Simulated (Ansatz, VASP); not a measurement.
## BiS: VASP beside Ansatz

File INCAR:

```
ALGO = Normal ; EDIFF = 1E-6
EDIFFG = -0.01 ; ENCUT = 600
GGA = PE ; IBRION = 2
ISIF = 3 ; ISMEAR = 0
LASPH = True ; LCHARG = False
LREAL = False ; LWAVE = False
NELM = 60 ; NSW = 100
PREC = Accurate ; SIGMA = 0.1
```

File KPOINTS:

```
k-points
0
Gamma
  16 16 16
```

File POSCAR:

```
BiS
1.0
    0.0000000000      3.0052171800      3.0052171800
    3.0052171800      0.0000000000      3.0052171800
    3.0052171800      3.0052171800      0.0000000000
Bi S
1 1
Direct
    0.0000000000      0.0000000000      0.0000000000
    0.5000000000      0.5000000000      0.5000000000
```

Input for Ansatz:

```yaml
crystal:
  lattice:
    - [0.0, 3.00521718, 3.00521718]
    - [3.00521718, 0.0, 3.00521718]
    - [3.00521718, 3.00521718, 0.0]
  atoms:
    - { symbol: Bi, position: [0.0, 0.0, 0.0] }
    - { symbol: S, position: [0.5, 0.5, 0.5] }
basis:
  ecutwfc: 420
kpoints:
  mp_grid: { grid: [16, 16, 16] }
hamiltonian:
  xc: pbe
scf:
  occupations: { method: gaussian, width: 0.1 }
output:
  forces: true
  stress: true
  eigenvalues: true
  write_density: true
  write_potential: true
  elf: true
  volumetric_format: npy
relax:
  adjacent_minimum: "off"
  f_tol: 0.01
  max_steps: 80
  cell: { stress_tol: 0.05 }
```

Change from the starting cell: species swapped into the MnSe type (Fm-3m, No. 225).

Alike in both runs: task relaxation of cell and atoms; functional PBE; k mesh 16 × 16 × 16; occupations gaussian, width 0.1 eV; no spin polarisation.

```csv
,VASP,Ansatz
version,VASP 6.6.1,Ansatz 0.2.0
potentials or method,"VASP PAW PBE potentials, release 64 (Bi_d, S), cutoff 600 eV","scalar-relativistic, plane waves, PAW"
valence electrons in the cell,21,21
```

|  | VASP | Ansatz | Ansatz less VASP |
| --- | --- | --- | --- |
| gap on the k mesh at the Fermi level, each at its own relaxed structure (eV) | none | none | - |
| relaxed volume (Å³/atom) | 26.38 | 26.38 | 0.000 |
| relaxed cell length with the largest relative difference (Å) | 4.210 | 4.210 | 0.0000 |

A gap of «none» marks a metal or a gap that the smearing closes.

Spin-orbit coupling is off throughout.
